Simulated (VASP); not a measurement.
Here is a VASP 6.6.1 calculation.

The input INCAR:

```
PREC     = Accurate       # precision mode
ENCUT    = 500            # plane-wave cutoff, eV
EDIFF    = 1E-8           # SCF threshold, eV
ISMEAR   = 1              # smearing method
SIGMA    = 0.005          # smearing width, eV
LREAL    = F              # projectors in reciprocal space
LASPH    = T              # aspherical terms in the spheres
NELM     = 120            # most SCF steps
ALGO     = Normal         # electronic algorithm
ISIF     = 3              # what is computed and relaxed
LWAVE    = F              # write WAVECAR
LCHARG   = F              # write CHGCAR
GGA      = PS             # functional
IBRION   = 6              # ionic algorithm
NFREE    = 2            
POTIM    = 0.015          # step
NSW      = 1              # ionic steps
GGA_COMPAT= F
```

KPOINTS

```
Automatic mesh
0
Gamma
  8 8 8
```

File POSCAR:

```
InP
1.0
    0.0000000000      2.9393287091      2.9393287091
    2.9393287091      0.0000000000      2.9393287091
    2.9393287091      2.9393287091      0.0000000000
In P
1 1
Direct
    0.0000000000      0.0000000000      0.0000000000
    0.7500000000      0.7500000000      0.7500000000
```

Potentials or basis: VASP PAW PBE potentials, release 64 (In_d, P).

Launch:

```bash
$ cat potpaw_PBE.64/In_d/POTCAR potpaw_PBE.64/P/POTCAR > POTCAR
$ mpirun -np 1 vasp_std > vasp.out
```

(1) What does it give for the elastic constants C11, C12, C44?

(2) What does it give for the Voigt bulk modulus?

(3) What does it give for the highest phonon frequency at Γ, LO-TO splitting left out?

## Answers

(1) 94, 53, 43 GPa.

(2) 67 GPa.

(3) 295 cm⁻¹.

Caveat: the PAW data sets were made with another functional, which shifts forces and pressure a little.
